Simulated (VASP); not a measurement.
Input of a VASP 6.6.1 run:

File INCAR:

```
SYSTEM = Si
PREC     = Accurate       ! precision mode
ENCUT    = 600            ! plane-wave cutoff, eV
EDIFF    = 1E-6           ! SCF threshold, eV
ISMEAR   = 0              ! smearing method
SIGMA    = 0.02           ! smearing width, eV
LREAL    = .False.        ! projectors in reciprocal space
LASPH    = .True.         ! aspherical terms in the spheres
NELM     = 100            ! most SCF steps
ALGO     = Normal         ! electronic algorithm
ISIF     = 4              ! what is computed and relaxed
LWAVE    = .False.        ! write WAVECAR
LCHARG   = .False.        ! write CHGCAR
GGA      = PE             ! functional
IBRION   = 2              ! ionic algorithm
NSW      = 50             ! ionic steps
EDIFFG   = -0.01          ! ionic threshold
```

KPOINTS

```
regular mesh
0
Gamma
  12 12 6
  0 0 0
```

Contents of POSCAR:

```
Si
1.0
    3.8123761417      0.0000000000      0.0000000000
   -1.9061880709      3.3016145875      0.0000000000
    0.0000000000      0.0000000000      6.3007251710
Si
4
Direct
    0.3333333333      0.6666666667      0.0629309404
    0.6666666667      0.3333333333      0.5629309404
    0.3333333333      0.6666666667      0.4370690596
    0.6666666667      0.3333333333      0.9370690596
```

Potentials or basis: VASP PAW PBE potentials, release 64 (Si).

The run is started by

```sh
$ cat potpaw_PBE.64/Si/POTCAR > POTCAR
$ mpirun -np 1 vasp_std > vasp.out
```

Problem. Estimate the band gap on the k mesh.

Solution. 0.39 eV (least direct gap 1.07 eV).

Stress tensor (GPa, compression positive):
```
2.79 0.00 0.00
0.00 2.79 0.00
0.00 0.00 2.88
```

Caveat: semilocal functionals underestimate gaps, and a narrow one can read as zero. A k mesh can miss the band edges.
